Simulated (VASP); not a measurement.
**LiTlS2: single point with PBEsol**

LiTlS2:

```
Li S Tl
1.0
     4.04400    0.00000    0.00000
     0.00000    4.04400    0.00000
     0.00000    0.00000    5.66213
Li S Tl
1 2 1
Direct
  0.00000 0.00000 0.00000
  0.00000 0.50000 0.22875
  0.50000 0.00000 0.77125
  0.50000 0.50000 0.50000
```

```json
{"Program": "VASP 6.6.1", "Task": "single point", "Functional": "PBEsol", "Potentials or basis": "VASP PAW PBE potentials, release 64 (Li_sv, S, Tl_d)", "Cutoff": "520 eV", "k mesh": "6 × 6 × 4", "Occupations": "fermi-dirac, width 0.03 eV", "Spin": "no spin polarisation", "Dipole correction": "no", "Further INCAR settings": "ALGO = Normal; EDIFF = 1e-07; NBANDS = 22"}
```

```yaml
Largest_force: 0.006 eV/Å
Band_gap_on_the_k_mesh: 0.87 eV
```

Forces in eV/Å, atoms in the order of the input:
```
Li   0.000  0.000  0.000
S    0.000  0.000  0.006
S    0.000  0.000 -0.006
Tl   0.000  0.000  0.000
```

Levels at points of the mesh, in eV from the valence-band top:
```tsv
k point	band 11	band 12	band 13	band 14	band 15	band 16	band 17	band 18
(0.00, 0.00, 0.00)	-1.77	-0.22	0.00	0.00	0.87	3.57	5.73	6.39
(0.50, 0.00, 0.00)	-2.12	-1.66	-0.98	-0.50	2.66	5.80	5.81	6.74
(0.50, 0.50, 0.00)	-1.98	-1.77	-1.77	-1.16	2.09	3.54	3.54	7.01
(0.00, 0.00, 0.50)	-1.25	-1.25	-0.72	-0.72	2.48	3.82	5.35	7.30
(0.50, 0.00, 0.50)	-0.90	-0.83	-0.56	-0.49	1.28	5.37	6.23	6.67
(0.50, 0.50, 0.50)	-2.15	-2.15	-1.71	-1.52	3.55	5.49	5.49	7.66
```

It took 46 s on 1 thread of AMD EPYC 7R43 64-Core Processor (Zen 3) (shared host), peak memory 0.18 GiB.

Caveat: the PAW data sets were made with another functional, which shifts forces and pressure a little; spin-orbit coupling is left out, which moves the levels of the heavy elements. A k mesh can miss the band edges.
